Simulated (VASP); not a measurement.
# Be2As2Pt (R-3m) in VASP: single point with r2SCAN+rVV10

Aim: the single point of Be2As2Pt with r2SCAN+rVV10.

Everything below comes from runs of VASP 6.6.1. Logs are shortened: lines on timing, memory, paths and dates and some standing lists are left out, and cuts for length are marked.

### 1 The cell of the first run

The structure is trigonal, space group R-3m (No. 166). The conventional cell has a = 3.839 Å, b = 3.839 Å, c = 18.356 Å, α = 90.00°, β = 90.00°, γ = 120.00°. Within 3.1 Å of Be (site symmetry 3m) lie 4 As at 2.36 to 2.65 Å and 3 Pt at 2.40 Å and 3 Be at 2.88 Å. As (site symmetry 3m) has 4 Be at 2.36 to 2.65 Å and 3 Pt at 2.81 Å within 3.1 Å. Within 3.2 Å of Pt (site symmetry -3m) lie 6 Be at 2.40 Å and 6 As at 2.81 Å.

### 2 Single point, r2SCAN+rVV10

The input, POSCAR:

```
Be2As2Pt
1.0
    1.9194496138      1.1081947525      6.1186514269
   -1.9194496138      1.1081947525      6.1186514269
    0.0000000000     -2.2163895012      6.1186514276
Be As Pt
2 2 1
Direct
    0.3835036201      0.3835036201      0.3835036201
    0.6164963799      0.6164963799      0.6164963799
    0.7611294105      0.7611294105      0.7611294105
    0.2388705895      0.2388705895      0.2388705895
    0.0000000000      0.0000000000      0.0000000000
```

The input, INCAR.step1:

```
SYSTEM = Be2As2Pt
PREC = Accurate
ENCUT = 520
ISMEAR = -1
SIGMA = 0.03
LREAL = .FALSE.
LASPH = .TRUE.
NELM = 60
NBANDS = 20
GGA = PE
ALGO = Normal
EDIFF = 1E-4
LWAVE = .TRUE.
LCHARG = .FALSE.
```

The input, INCAR.step2:

```
SYSTEM = Be2As2Pt
PREC = Accurate
ENCUT = 520
EDIFF = 1E-6
ISMEAR = -1
SIGMA = 0.03
LREAL = .FALSE.
LASPH = .TRUE.
NELM = 60
ALGO = Normal
ISIF = 2
LWAVE = .FALSE.
LCHARG = .FALSE.
METAGGA = R2SCAN
LMIXTAU = .TRUE.
LUSE_VDW = .TRUE.
IVDW_NL = 2
BPARAM = 11.95
CPARAM = 0.0093
NBANDS = 20
ISTART = 1
```

The input, KPOINTS:

```
Automatic mesh
0
G
  8 8 8
  0 0 0
```

Potentials or basis: VASP PAW PBE potentials, release 64 (Be, As, Pt).

Launch:

```sh
$ cat potpaw_PBE.64/Be/POTCAR potpaw_PBE.64/As/POTCAR potpaw_PBE.64/Pt/POTCAR > POTCAR
$ cp INCAR.step1 INCAR
$ mpirun -np 1 vasp_std > vasp.out
$ cp INCAR.step2 INCAR
$ mpirun -np 1 vasp_std > vasp.out
```

OUTCAR:

```text
SYSTEM = Be2As2Pt
   PREC = Accurate
   ENCUT = 520
   EDIFF = 1E-6
   ISMEAR = -1
   LREAL = .FALSE.
   LASPH = .TRUE.
   NELM = 60
   ISIF = 2
   METAGGA = R2SCAN
   IVDW_NL = 2
   BPARAM = 11.95
   ISTART = 1

 ion  position               nearest neighbor table
   1  0.384  0.384  0.384-   3 2.36   3 2.36   3 2.36   5 2.40   5 2.40   5 2.40
   2  0.616  0.616  0.616-   4 2.36   4 2.36   4 2.36   5 2.40   5 2.40   5 2.40
   3  0.761  0.761  0.761-   1 2.36   1 2.36   1 2.36   5 2.81   5 2.81   5 2.81
   4  0.239  0.239  0.239-   2 2.36   2 2.36   2 2.36   5 2.81   5 2.81   5 2.81
   5  0.000  0.000  0.000-   2 2.40   2 2.40   1 2.40   1 2.40   2 2.40   1 2.40   3 2.81   4 2.81
                             3 2.81   4 2.81   3 2.81   4 2.81

  LATTYP: Found a trigonal (rhomboedric) cell.
 ALAT       =     6.5077090987
 COS(alpha) =     0.8260088472

  Lattice vectors:

 A1 = (   1.9194496138,   1.1081947525,   6.1186514269)
 A2 = (  -1.9194496138,   1.1081947525,   6.1186514269)
 A3 = (   0.0000000000,  -2.2163895012,   6.1186514276)

Analysis of symmetry for initial positions (statically):
=====================================================================
 Subroutine PRICEL returns:
 Original cell was already a primitive cell.

 Routine SETGRP: Setting up the symmetry group for a
 trigonal (rhombohedral) supercell.

 Subroutine GETGRP returns: Found 12 space group operations
 (whereof 12 operations were pure point group operations)
 out of a pool of 12 trial point group operations.

The static configuration has the point symmetry D_3d.

Analysis of symmetry for dynamics (positions and initial velocities):
=====================================================================
 Subroutine PRICEL returns:
 Original cell was already a primitive cell.

 Routine SETGRP: Setting up the symmetry group for a
 trigonal (rhombohedral) supercell.

 Subroutine GETGRP returns: Found 12 space group operations
 (whereof 12 operations were pure point group operations)
 out of a pool of 12 trial point group operations.

The dynamic configuration has the point symmetry D_3d.

 Subroutine INISYM returns: Found 12 space group operations
 (whereof 12 operations are pure point group operations),
 and found     1 'primitive' translations

----------------------------------------------------------------------------------------

                                     Primitive cell

  volume of cell :      78.0908

  direct lattice vectors                    reciprocal lattice vectors
     1.919449614  1.108194752  6.118651427     0.260491339  0.150394745  0.054478235
    -1.919449614  1.108194752  6.118651427    -0.260491339  0.150394745  0.054478235
     0.000000000 -2.216389501  6.118651428     0.000000000 -0.300789489  0.054478236

  length of vectors
     6.507709099  6.507709099  6.507709099     0.305683161  0.305683161  0.305683161

  position of ions in fractional coordinates (direct lattice)
     0.383503620  0.383503620  0.383503620
     0.616496380  0.616496380  0.616496380
     0.761129410  0.761129410  0.761129410
     0.238870590  0.238870590  0.238870590
     0.000000000  0.000000000  0.000000000

  ion indices of the primitive-cell ions
   primitive index   ion index
                 1           1
                 2           2
                 3           3
                 4           4
                 5           5

----------------------------------------------------------------------------------------

 KPOINTS: Automatic mesh

Automatic generation of k-mesh.
 Grid dimensions read from file:
 generate k-points for:    8    8    8

 Generating k-lattice:

  Cartesian coordinates                     Fractional coordinates (reciprocal lattice)
     0.032561417  0.018799343  0.006809779     0.125000000  0.000000000  0.000000000
    -0.032561417  0.018799343  0.006809779     0.000000000  0.125000000  0.000000000
     0.000000000 -0.037598686  0.006809779     0.000000000  0.000000000  0.125000000

  Length of vectors
     0.038210395  0.038210395  0.038210395

  Shift w.r.t. Gamma in fractional coordinates (k-lattice)
     0.000000000  0.000000000  0.000000000

 Subroutine IBZKPT returns following result:
 ===========================================

 Found     65 irreducible k-points:

 Following reciprocal coordinates:
            Coordinates               Weight
  0.000000  0.000000  0.000000      1.000000
  0.125000  0.000000  0.000000      6.000000
  0.250000  0.000000  0.000000      6.000000
  0.375000  0.000000 -0.000000      6.000000
  0.500000  0.000000  0.000000      3.000000
  0.125000  0.125000  0.000000      6.000000
[... 16 lines left out ...]
  0.250000  0.125000  0.125000      6.000000
  0.375000  0.125000  0.125000      6.000000
 [... further k-points ...]
   k-points           NKPTS =     65   k-points in BZ     NKDIM =     65   number of bands    NBANDS=     20
   number of dos      NEDOS =    301   number of ions     NIONS =      5
   total plane-waves  NPLWV = 110592
   dimension x,y,z NGX =    48 NGY =   48 NGZ =   48
   dimension x,y,z NGXF=    96 NGYF=   96 NGZF=   96
   ions per type =               2   2   1
   NGX,Y,Z   is equivalent  to a cutoff of  12.26, 12.26, 12.26 a.u.
   NGXF,Y,Z  is equivalent  to a cutoff of  24.52, 24.52, 24.52 a.u.
 SYSTEM =  Be2As2Pt
   PREC   = accura    normal or accurate (medium, high low for compatibility)
   ISTART =      1    job   : 0-new  1-cont  2-samecut
   ICHARG =      0    charge: 1-file 2-atom 10-const
   ISPIN  =      1    spin polarized calculation?
   LNONCOLLINEAR =      F non collinear calculations
   LSORBIT =      F    spin-orbit coupling
   LASPH  =      T    aspherical Exc in radial PAW
   ENCUT  =  520.0 eV  38.22 Ry    6.18 a.u.  12.10 12.10 12.10*2*pi/ulx,y,z
   NELM   =     60;   NELMIN=  2; NELMDL=  0     # of ELM steps
   EDIFF  = 0.1E-05   stopping-criterion for ELM
   LREAL  =      F    real-space projection
   EDIFFG = 0.1E-04   stopping-criterion for IOM
   NSW    =      0    number of steps for IOM
   IBRION =     -1    ionic relax: 0-MD 1-quasi-New 2-CG
   NFREE  =      0    steps in history (QN), initial steepest desc. (CG)
   ISIF   =      2    stress and relaxation
   ISYM   =      2    0-nonsym 1-usesym 2-fastsym
   POTIM  = 0.5000    time-step for ionic-motion
   TEBEG  =    0.0;   TEEND  =   0.0 temperature during run
   PSTRESS=    0.0 pullay stress
   NELECT =      24.0000    total number of electrons
   NUPDOWN=      -1.0000    fix difference up-down
   EMIN   =  10.00;   EMAX   =-10.00  energy-range for DOS
   EFERMI =   0.00;   METHOD = LEGACY
   ISMEAR =    -1;   SIGMA  =   0.03  broadening in eV -4-tet -1-fermi 0-gaus
   EFERMI_NEDOS =   21; number of points for ismear=-14 and -15
   IALGO  =     38    algorithm
   IMIX   =      4    mixing-type and parameters
     AMIX     =   0.40;   BMIX     =  1.00
     AMIX_MAG =   1.60;   BMIX_MAG =  1.00
  volume/ion in A,a.u.               =      15.62       105.40
  Fermi-wavevector in a.u.,A,eV,Ry     =   1.104787  2.087745 16.606657  1.220555
  Thomas-Fermi vector in A             =   2.241265
   LORBIT       =      0    0 simple, 1 ext, 2 COOP (PROOUT), +10 PAW based schemes
   METAGGA = R2SCAN    functional components
   LHFCALC =     F    Hartree Fock is set to
   AEXX    =    0.0000 exact exchange contribution
   IVDW_NL    =     2    kernel type
   BPARAM     =11.9500
   IVDW    =     0    specifies the selected vdW correction
   LEPSILON=     F    determine dielectric tensor
   LRPA    =     F    only Hartree local field effects (RPA)
 non-spin polarized calculation
  energy-cutoff  :      520.00
  volume of cell :       78.09
 maximum number of plane-waves:      2118
   NGX = 25   NGY = 25   NGZ = 25

 number of electron      24.0000000 magnetization

 Free energy of the ion-electron system (eV)
  ---------------------------------------------------
  ext. energy  EPLUGINS =         0.00000000
  ---------------------------------------------------
  free energy    TOTEN  =       -89.14328312 eV

  energy without entropy =      -89.13550529  energy(sigma->0) =      -89.13939420

 E-fermi :   6.1984     XC(G=0): -11.1840

 val. band max:        6.1699198048   @ k =  -0.2500   0.2500   0.2500
 cond. band min:       6.2018988906   @ k =  -0.3750  -0.3750   0.2500
 fundamental gap:      0.0319790857
 Fermi energy:         6.1984103967

 k-point     1 :       0.0000    0.0000    0.0000
  band No.  band energies     occupation
      1      -7.8595      2.00000
      2      -5.5598      2.00000
      3      -1.6950      2.00000
      4       0.3137      2.00000
      5       0.3137      2.00000
      6       1.9164      2.00000
[... 12 lines left out ...]
     19      12.7706      0.00000
     20      12.7706      0.00000

 k-point     2 :       0.1250    0.0000    0.0000
  band No.  band energies     occupation
      1      -7.6708      2.00000
      2      -5.5260      2.00000
      3      -1.4613      2.00000
      4       0.1691      2.00000
      5       0.4735      2.00000
      6       1.7148      2.00000
[... 12 lines left out ...]
     19      12.6954      0.00000
     20      13.1443      0.00000

 k-point     3 :       0.2500    0.0000    0.0000
  band No.  band energies     occupation
      1      -7.1385      2.00000
      2      -5.4442      2.00000
      3      -0.9527      2.00000
      4      -0.0391      2.00000
      5       0.9362      2.00000
      6       1.2169      2.00000
[... 12 lines left out ...]
     19      13.5738      0.00000
     20      14.1127      0.00000

 k-point     4 :       0.3750    0.0000   -0.0000
  band No.  band energies     occupation
      1      -6.3990      2.00000
      2      -5.4069      2.00000
      3      -1.1664      2.00000
      4       0.4586      2.00000
      5       0.7134      2.00000
      6       0.9546      2.00000
[... 429 lines left out ...]
 k-point    23 :       0.2500    0.1250    0.1250
  band No.  band energies     occupation
      1      -7.5993      2.00000
      2      -5.7162      2.00000
      3      -1.1864      2.00000
      4       0.1734      2.00000
      5       0.4788      2.00000
      6       1.7133      2.00000
[... 12 lines left out ...]
     19      12.6595      0.00000
     20      13.3587      0.00000

 k-point    24 :       0.3750    0.1250    0.1250
  band No.  band energies     occupation
      1      -7.0495      2.00000
      2      -5.6231      2.00000
      3      -0.8731      2.00000
      4       0.1659      2.00000
      5       0.9379      2.00000
      6       1.1549      2.00000
[... 12 lines left out ...]
     19      13.3229      0.00000
     20      13.7540      0.00000

 [... further k-points ...]
[... 5 lines left out ...]
  --------------------------------------------------------------------------------------
  -------------------------------------------------------------------------------------
  Total        0.2780524      0.2780524      0.1957316      0.0000000     -0.0000000      0.0000000
  in kB        5.7047614      5.7047614      4.0157979      0.0000000     -0.0000000      0.0000000
  external PRESSURE =       5.1417736 kB  Pullay stress =       0.0000000 kB

 VOLUME and BASIS-vectors are now :
 -----------------------------------------------------------------------------
  energy-cutoff  :      520.00
  volume of cell :       78.09
      direct lattice vectors                 reciprocal lattice vectors
     1.919449614  1.108194752  6.118651427     0.260491339  0.150394745  0.054478235
    -1.919449614  1.108194752  6.118651427    -0.260491339  0.150394745  0.054478235
     0.000000000 -2.216389501  6.118651428     0.000000000 -0.300789489  0.054478236

 POSITION                                       TOTAL-FORCE (eV/Angst)
 -----------------------------------------------------------------------------------
      0.00000      0.00000      7.03957         0.000000      0.000000      0.007534
      0.00000      0.00000     11.31638         0.000000     -0.000000     -0.007534
      0.00000      0.00000     13.97126         0.000000      0.000000      0.045326
      0.00000      0.00000      4.38470         0.000000     -0.000000     -0.045326
      0.00000      0.00000      0.00000         0.000000     -0.000000      0.000000
 -----------------------------------------------------------------------------------
    total drift:                                0.000000      0.000000     -0.000000

  FREE ENERGIE OF THE ION-ELECTRON SYSTEM (eV)
  ---------------------------------------------------
  free  energy   TOTEN  =       -89.1432831185 eV

  energy  without entropy=      -89.1355052912  energy(sigma->0) =      -89.13939420
```

Run time: 6.5 min. Hardware: 1 thread of Intel Xeon 6975P-C (Granite Rapids), shared host; peak memory 0.81 GiB.

Results:

```yaml
Free_energy: -89.1433 eV
Pressure: 0.5 GPa
Largest_force: 0.045 eV/Å
Band_gap_on_the_k_mesh: zero (band 12 reaches 7.34 eV, above the bottom of band 13 at 5.77 eV)
```

Forces in eV/Å, atoms in the order of the input:
```
Be   0.000  0.000  0.008
Be   0.000  0.000 -0.008
As   0.000  0.000  0.045
As   0.000  0.000 -0.045
Pt   0.000  0.000  0.000
```

Caveat: the PAW data sets were made with another functional, which shifts forces and pressure a little; spin-orbit coupling is left out, which moves the levels of the heavy elements.
